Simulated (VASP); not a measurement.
TaN: single point with PBE

Crystal: TaN.

```
CELL_PARAMETERS angstrom
2.93800 0.00000 0.00000
-1.46900 2.54438 0.00000
0.00000 0.00000 2.88300
ATOMIC_POSITIONS crystal
Ta 0.33333 0.66667 0.50000
N 0.00000 0.00000 0.00000
```

| Item | Value |
| --- | --- |
| Program | VASP 6.6.1 |
| Task | single point |
| Functional | PBE |
| Potentials or basis | VASP PAW PBE potentials, release 64 (Ta_pv, N) |
| Cutoff | 520 eV |
| k mesh | 12 × 12 × 10 |
| Occupations | fermi-dirac, width 0.15 eV |
| Spin | no spin polarisation |
| Dipole correction | no |
| Further INCAR settings | ALGO = Normal; EDIFF = 1e-06; NBANDS = 15 |

The pressure is 5.4 GPa and the band gap on the k mesh is zero (band 8 reaches 8.68 eV, above the bottom of band 9 at 8.17 eV).

Stress tensor (GPa, compression positive):
```
5.03 0.00 0.00
0.00 5.03 0.00
0.00 0.00 6.13
```

Levels at points of the mesh, in eV from the Fermi level:
| k point | band 4 | band 5 | band 6 | band 7 | band 8 | band 9 | band 10 | band 11 | band 12 | band 13 |
| --- | --- | --- | --- | --- | --- | --- | --- | --- | --- | --- |
| (0.00, 0.00, 0.00) | -17.83 | -4.61 | -4.61 | -4.25 | -2.97 | 2.16 | 3.54 | 3.54 | 3.96 | 3.96 |
| (0.50, 0.00, 0.00) | -15.54 | -8.33 | -5.24 | -3.52 | -3.23 | 2.97 | 3.97 | 5.18 | 5.25 | 7.39 |
| (0.00, 0.00, 0.50) | -15.18 | -9.40 | -3.80 | -3.80 | -0.13 | -0.13 | 2.36 | 3.29 | 3.29 | 8.16 |
| (0.50, 0.00, 0.50) | -15.84 | -7.37 | -6.23 | -5.73 | -0.41 | 4.11 | 5.31 | 6.00 | 7.03 | 10.15 |

Wall time 15 s on 1 thread of Intel(R) Xeon(R) Platinum 8375C CPU @ 2.90GHz (Ice Lake), on a shared host, peak memory 0.16 GiB.

Caveat: spin-orbit coupling is left out, which moves the levels of the heavy elements.
